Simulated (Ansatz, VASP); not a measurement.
**ScAl2: VASP beside Ansatz**

```
Sc Al
1.0
     0.00000    3.79131    3.79131
     3.79131    0.00000    3.79131
     3.79131    3.79131    0.00000
Sc Al
2 4
Direct
  0.50000 0.50000 0.50000
  0.75000 0.75000 0.75000
  0.12500 0.12500 0.12500
  0.62500 0.12500 0.12500
  0.12500 0.62500 0.12500
  0.12500 0.12500 0.62500
```

Alike in both runs: functional r2SCAN; k mesh 1 × 1 × 1; occupations gaussian, width 0.1 eV; no spin polarisation.

Ansatz relaxed the structure, and its values are those at the end. VASP's run is a single point on that final structure, the one shown.

```csv
,VASP,Ansatz
version,VASP 6.6.1,Ansatz 0.2.0
potentials or method,"VASP PAW PBE potentials, release 64 (Sc_sv, Al), cutoff 520 eV","scalar-relativistic, plane waves, PAW"
valence electrons in the cell,34,34
```

```tsv
	VASP	Ansatz	Ansatz less VASP
pressure (GPa)	0.0	0.0	+0.04
```

VASP's potentials were made for PBE, not for r2SCAN.

The k mesh is coarse, so the values compare programs but aren't converged.
